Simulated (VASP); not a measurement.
Write the native input for VASP 6.6.1 that does the following.

```yaml
Task: single point
Functional: PBE
Potentials_or_basis: VASP PAW PBE potentials, release 64 (K_sv, Rh_pv)
Cutoff: 520 eV
k_mesh: 7 × 7 × 7
Occupations: fermi-dirac, width 0.05 eV
Spin: no spin polarisation
Dipole_correction: no
Further_INCAR_settings: ALGO = Normal; EDIFF = 1e-06; NBANDS = 19
```

The structure of KRh lies in POSCAR:

```
KRh
1.0
    3.9002691804      0.0000000000      0.0000000000
    0.0000000000      3.9002691804      0.0000000000
    0.0000000000      0.0000000000      3.9002691804
K Rh
1 1
Direct
    0.0000000000      0.0000000000      0.0000000000
    0.5000000000      0.5000000000      0.5000000000
```

One way to write it, as run:

INCAR

```
SYSTEM = KRh
  ALGO = Normal
  EDIFF = 1E-6
  ENCUT = 520
  GGA = PE
  ISIF = 2
  ISMEAR = -1
  LASPH = .True.
  LCHARG = .False.
  LREAL = .False.
  LWAVE = .False.
  NBANDS = 19
  NELM = 60
  PREC = Accurate
  SIGMA = 0.05
```

KPOINTS

```
k-points
0
Gamma
  7 7 7
  0 0 0
```

Potentials or basis: VASP PAW PBE potentials, release 64 (K_sv, Rh_pv).

Run with:

```console
$ cat potpaw_PBE.64/K_sv/POTCAR potpaw_PBE.64/Rh_pv/POTCAR > POTCAR
$ mpirun -np 1 vasp_std > vasp.out
```

It gave:

```
Pressure               : -3.2 GPa
Band gap on the k mesh : zero (bands 12 and 13 overlap by 0.27 eV)
```

Caveat: the cell stands under tension.

Run time: 26 s on 1 thread of Intel Xeon 8259CL (shared host), peak memory 0.18 GiB.
